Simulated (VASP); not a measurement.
# Mg3Co (Fm-3m) in VASP: further runs

Mg3Co is run at these levels: LDA, RPBE; tasks: single point, relaxation of cell and atoms.

Everything below comes from runs of VASP 6.6.1. Logs are shortened: lines on timing, memory, paths and dates and some standing lists are left out, and cuts for length are marked.

## 1. The cell of the first run

It takes space group Fm-3m (No. 225, cubic). The conventional cell has a = 6.346 Å, b = 6.346 Å, c = 6.346 Å, α = 90.00°, β = 90.00°, γ = 90.00°. Mg (site symmetry -43m) has 10 Mg at 2.75 to 3.17 Å and 4 Co at 2.75 Å within 3.6 Å. Mg (site symmetry m-3m) has 8 Mg at 2.75 Å and 6 Co at 3.17 Å within 3.6 Å. Within 3.6 Å of Co (site symmetry m-3m) lie 14 Mg at 2.75 to 3.17 Å.

## 2. Single point, LDA, collinear spin, ferromagnetic start

INCAR reads:

```
SYSTEM = Mg3Co
PREC = Accurate
ENCUT = 600
EDIFF = 1E-6
ISMEAR = -1
SIGMA = 0.1
LREAL = .False.
LASPH = .True.
NELM = 200
ALGO = Normal
ISIF = 2
LWAVE = .False.
LCHARG = .False.
ISPIN = 2
MAGMOM = 0 0 0 2.5
LORBIT = 11
LMAXMIX = 4
NBANDS = 20
GGA_COMPAT = .False.
```

KPOINTS reads:

```
regular mesh
0
Gamma
  6 6 6
  0 0 0
```

POSCAR reads:

```
Mg3Co
1.0
    0.0000000000      3.1730598086      3.1730598086
    3.1730598086      0.0000000000      3.1730598086
    3.1730598086      3.1730598086      0.0000000000
Mg Co
3 1
Direct
    0.2500000000      0.2500000000      0.2500000000
    0.5000000000      0.5000000000      0.5000000000
    0.7500000000      0.7500000000      0.7500000000
    0.0000000000      0.0000000000      0.0000000000
```

Potentials or basis: VASP PAW LDA potentials, release 64 (Mg, Co).

Launch:

```bash
> cat potpaw_LDA.64/Mg/POTCAR potpaw_LDA.64/Co/POTCAR > POTCAR
> mpirun -np 1 vasp_std > vasp.out
```

OUTCAR:

```text
SYSTEM = Mg3Co
   PREC = Accurate
   ENCUT = 600
   EDIFF = 1E-6
   ISMEAR = -1
   LREAL = .False.
   LASPH = .True.
   NELM = 200
   ISIF = 2
   ISPIN = 2
   LORBIT = 11

 ion  position               nearest neighbor table
   1  0.250  0.250  0.250-   2 2.75   4 2.75   4 2.75   4 2.75   4 2.75   2 2.75   2 2.75   2 2.75
                             3 3.17   3 3.17   3 3.17   3 3.17   3 3.17   3 3.17
   2  0.500  0.500  0.500-   1 2.75   3 2.75   1 2.75   1 2.75   1 2.75   3 2.75   3 2.75   3 2.75
                             4 3.17   4 3.17   4 3.17   4 3.17   4 3.17   4 3.17
   3  0.750  0.750  0.750-   2 2.75   4 2.75   2 2.75   2 2.75   2 2.75   4 2.75   4 2.75   4 2.75
                             1 3.17   1 3.17   1 3.17   1 3.17   1 3.17   1 3.17
   4  0.000  0.000  0.000-   1 2.75   3 2.75   3 2.75   3 2.75   3 2.75   1 2.75   1 2.75   1 2.75
                             2 3.17   2 3.17   2 3.17   2 3.17   2 3.17   2 3.17

  LATTYP: Found a face centered cubic cell.
 ALAT       =     6.3461196172

  Lattice vectors:

 A1 = (   0.0000000000,   3.1730598086,   3.1730598086)
 A2 = (   3.1730598086,   0.0000000000,   3.1730598086)
 A3 = (   3.1730598086,   3.1730598086,   0.0000000000)

Analysis of symmetry for initial positions (statically):
=====================================================================
 Subroutine PRICEL returns:
 Original cell was already a primitive cell.

 Routine SETGRP: Setting up the symmetry group for a
 face centered cubic supercell.

 Subroutine GETGRP returns: Found 48 space group operations
 (whereof 48 operations were pure point group operations)
 out of a pool of 48 trial point group operations.

The static configuration has the point symmetry O_h .

Analysis of symmetry for dynamics (positions and initial velocities):
=====================================================================
 Subroutine PRICEL returns:
 Original cell was already a primitive cell.

 Routine SETGRP: Setting up the symmetry group for a
 face centered cubic supercell.

 Subroutine GETGRP returns: Found 48 space group operations
 (whereof 48 operations were pure point group operations)
 out of a pool of 48 trial point group operations.

The dynamic configuration has the point symmetry O_h .

Analysis of structural, dynamic, and magnetic symmetry:
=====================================================================
 Subroutine PRICEL returns:
 Original cell was already a primitive cell.

 Routine SETGRP: Setting up the symmetry group for a
 face centered cubic supercell.

 Subroutine GETGRP returns: Found 48 space group operations
 (whereof 48 operations were pure point group operations)
 out of a pool of 48 trial point group operations.

The overall configuration has the point symmetry O_h .

[... 128 lines left out ...]
   NGX = 17   NGY = 17   NGZ = 17

 number of electron      14.9999998 magnetization       0.0073326

 number of electron      14.9999998 magnetization      -0.0000913

 Free energy of the ion-electron system (eV)
  ---------------------------------------------------
  ext. energy  EPLUGINS =         0.00000000
  ---------------------------------------------------
  free energy    TOTEN  =       -13.10582701 eV

  energy without entropy =      -13.01680382  energy(sigma->0) =      -13.06131542

 E-fermi :   4.4022     XC(G=0): -10.3121

 val. band max:        4.3321934800   @ k =  -0.1667   0.1667   0.0000
 cond. band min:       4.4349584659   @ k =   0.3333   0.3333   0.0000
 fundamental gap:      0.1027649860
 Fermi energy:         4.4021909584

 spin component 1

 k-point     1 :       0.0000    0.0000    0.0000
  band No.  band energies     occupation
      1      -3.2887      1.00000
      2       3.1667      1.00000
      3       3.1667      1.00000
      4       3.1667      1.00000
      5       3.5766      0.99974
      6       3.5766      0.99974
[... 328 lines left out ...]
      5       3.7118      0.99900
      6       3.7708      0.99819
[... 11 lines left out ...]
     18      16.6584      0.00000
     19      16.6930      0.00000
 Fermi energy:         4.4021909584

 spin component 2

 k-point     1 :       0.0000    0.0000    0.0000
  band No.  band energies     occupation
      1      -3.2888      1.00000
      2       3.1667      1.00000
      3       3.1667      1.00000
      4       3.1667      1.00000
      5       3.5766      0.99974
      6       3.5766      0.99974
[... 328 lines left out ...]
      5       3.7118      0.99900
      6       3.7708      0.99819
[... 11 lines left out ...]
     18      16.6584      0.00000
     19      16.6930      0.00000
 [bands above 19 left out]

------------------------ aborting loop because EDIFF is reached ----------------------------------------

  FORCE on cell =-STRESS in cart. coord.  units (eV):
  Direction    XX          YY          ZZ          XY          YZ          ZX
  --------------------------------------------------------------------------------------
  -------------------------------------------------------------------------------------
  Total       -0.1476636     -0.1476636     -0.1476636     -0.0000000      0.0000000     -0.0000000
  in kB       -3.7027073     -3.7027073     -3.7027073     -0.0000000      0.0000000     -0.0000000
  external PRESSURE =      -3.7027073 kB  Pullay stress =       0.0000000 kB

 VOLUME and BASIS-vectors are now :
 -----------------------------------------------------------------------------
  energy-cutoff  :      600.00
  volume of cell :       63.89
      direct lattice vectors                 reciprocal lattice vectors
     0.000000000  3.173059809  3.173059809    -0.157576607  0.157576607  0.157576607
     3.173059809  0.000000000  3.173059809     0.157576607 -0.157576607  0.157576607
     3.173059809  3.173059809  0.000000000     0.157576607  0.157576607 -0.157576607

 POSITION                                       TOTAL-FORCE (eV/Angst)
 -----------------------------------------------------------------------------------
      1.58653      1.58653      1.58653        -0.000000     -0.000000      0.000000
      3.17306      3.17306      3.17306        -0.000000      0.000000     -0.000000
      4.75959      4.75959      4.75959         0.000000      0.000000     -0.000000
      0.00000      0.00000      0.00000        -0.000000      0.000000     -0.000000
 -----------------------------------------------------------------------------------
    total drift:                               -0.000000      0.000000      0.000000

  FREE ENERGIE OF THE ION-ELECTRON SYSTEM (eV)
  ---------------------------------------------------
  free  energy   TOTEN  =       -13.1058270129 eV

  energy  without entropy=      -13.0168038209  energy(sigma->0) =      -13.06131542

 total charge

# of ion       s       p       d       tot
------------------------------------------
    1        0.224   0.183   0.027   0.434
    2        0.225   0.182   0.022   0.430
    3        0.224   0.183   0.027   0.434
    4        0.434   0.264   7.420   8.118
--------------------------------------------------
tot          1.109   0.812   7.496   9.416

 magnetization (x)

# of ion       s       p       d       tot
------------------------------------------
    1       -0.000  -0.000  -0.000  -0.000
    2       -0.000   0.000  -0.000  -0.000
    3       -0.000  -0.000  -0.000  -0.000
    4       -0.000  -0.000  -0.000  -0.000
--------------------------------------------------
tot         -0.000  -0.000  -0.000  -0.000
```

stdout:

```text
POSCAR found type information on POSCAR MgCo
 POSCAR found :  2 types and       4 ions
 scaLAPACK will be used
 LDA part: xc-table for (Slater(with rela. corr.)+CA(PZ))
 , standard interpolation
 POSCAR, INCAR and KPOINTS ok, starting setup
 FFT: planning ... GRIDC
 FFT: planning ... GRID_SOFT
 FFT: planning ... GRID
 WAVECAR not read
 entering main loop
```

Run time: 26 s. Hardware: 1 thread of Intel Xeon 6975P-C (Granite Rapids), shared host; peak memory 0.2 GiB.

What came out:

```
Free energy                                           : -13.1058 eV
Pressure                                              : -0.4 GPa
Net moment                                            : 0.00 μB per cell
Valence electrons inside the program's atomic spheres : Mg 0.43; Co 8.12
```

Levels at points of the mesh, in eV from the Fermi level:
Spin up:
```
           k point  band 3  band 4  band 5  band 6  band 7  band 8  band 9  band 10  band 11  band 12
(0.00, 0.00, 0.00)   -1.24   -1.24   -0.83   -0.83    2.35    2.35    2.35     4.01     4.01     4.01
(0.50, 0.00, 0.00)   -1.34   -1.34   -0.68   -0.62   -0.62    1.68    1.68     2.99     2.99     3.61
(0.50, 0.50, 0.00)   -1.91   -1.11   -0.90   -0.90   -0.59   -0.59   -0.59     1.37     2.49     8.83
```
Spin down:
```
           k point  band 4  band 5  band 6  band 7  band 8  band 9  band 10  band 11
(0.00, 0.00, 0.00)   -1.24   -0.83   -0.83    2.35    2.35    2.35     4.01     4.01
(0.50, 0.00, 0.00)   -1.34   -0.68   -0.62   -0.62    1.68    1.68     2.99     2.99
(0.50, 0.50, 0.00)   -1.11   -0.90   -0.90   -0.59   -0.59   -0.59     1.37     2.49
```

(Part 1 of 2 ends here.)
